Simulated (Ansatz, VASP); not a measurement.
# Hg: VASP beside Ansatz

```
Hg
1.0
     1.74632    1.00824    2.14788
    -1.74632    1.00824    2.14788
     0.00000   -2.01648    2.14788
Hg
1
Direct
  0.00000 0.00000 0.00000
```

Alike in both runs: task single point; functional LDA; k mesh 11 × 11 × 11; occupations fermi-dirac, width 0.3 eV; no spin polarisation.

|  | VASP | Ansatz |
| --- | --- | --- |
| version | VASP 6.6.1 | Ansatz 0.2.0 |
| potentials or method | VASP PAW LDA potentials, release 64 (Hg_sv_GW), cutoff 550 eV | plane waves (420 eV) with PAW, scalar-relativistic |
| valence electrons in the cell | 20 | 20 |

VASP gave:

```
pressure (GPa)                                                : 0.0
traceless stress, the component that is largest in VASP (GPa) : -0.12
```

Problem. Estimate Ansatz's values.

Solution. Pressure (GPa): 0.0; traceless stress, the component that is largest in VASP (GPa): -0.26.

Ansatz warns that its potentials were made for another functional, while VASP's fit it. LDA's correlation is that of Perdew and Zunger in VASP and of Perdew and Wang (1992) in Ansatz.

Spin-orbit coupling is off throughout.
